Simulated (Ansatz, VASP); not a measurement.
## Si16C in VASP and in Ansatz

```
CELL_PARAMETERS angstrom
0.00000 5.43000 5.43000
5.43000 0.00000 5.43000
5.43000 5.43000 0.00000
ATOMIC_POSITIONS crystal
Si 0.99256 0.99257 0.04398
Si 0.14504 0.14506 0.10598
Si 0.99433 0.99433 0.47365
Si 0.05612 0.05582 0.69665
Si 0.01184 0.51796 0.98421
Si 0.14855 0.62995 0.10895
Si 0.04657 0.49740 0.47713
Si 0.14785 0.63050 0.61089
Si 0.51794 0.01183 0.98421
Si 0.62994 0.14855 0.10891
Si 0.49754 0.04650 0.47708
Si 0.63051 0.14786 0.61089
Si 0.52192 0.52192 0.97026
Si 0.63842 0.63841 0.11116
Si 0.52119 0.52120 0.48503
Si 0.65315 0.65308 0.59584
C 0.21842 0.21827 0.53508
```

Alike in both runs: functional PBEsol; k mesh 2 × 2 × 2; occupations gaussian, width 0.05 eV; collinear spin.

Ansatz relaxed the structure, and its values are those at the end. VASP's run is a single point on that final structure, the one shown.

|  | VASP | Ansatz |
| --- | --- | --- |
| version | VASP 6.6.1 | Ansatz 0.2.0 |
| potentials or method | VASP PAW PBE potentials, release 64 (Si, C), cutoff 520 eV | scalar-relativistic, plane waves, PAW |
| valence electrons in the cell | 68 | 68 |

Ansatz gave:

```
rms of the force components (eV/Å) : 0.007
net moment per atom (μB)           : 0.01
```

What did VASP give for the same quantities?

rms of the force components (eV/Å): 0.009; net moment per atom (μB): 0.01.

VASP's potentials were made for PBE, not for PBEsol, and Ansatz warns of the same on its side. Ansatz's warnings: filled band counts differ across k points, seeded moment not kept.

The k mesh is coarse, so the values compare programs but aren't converged.
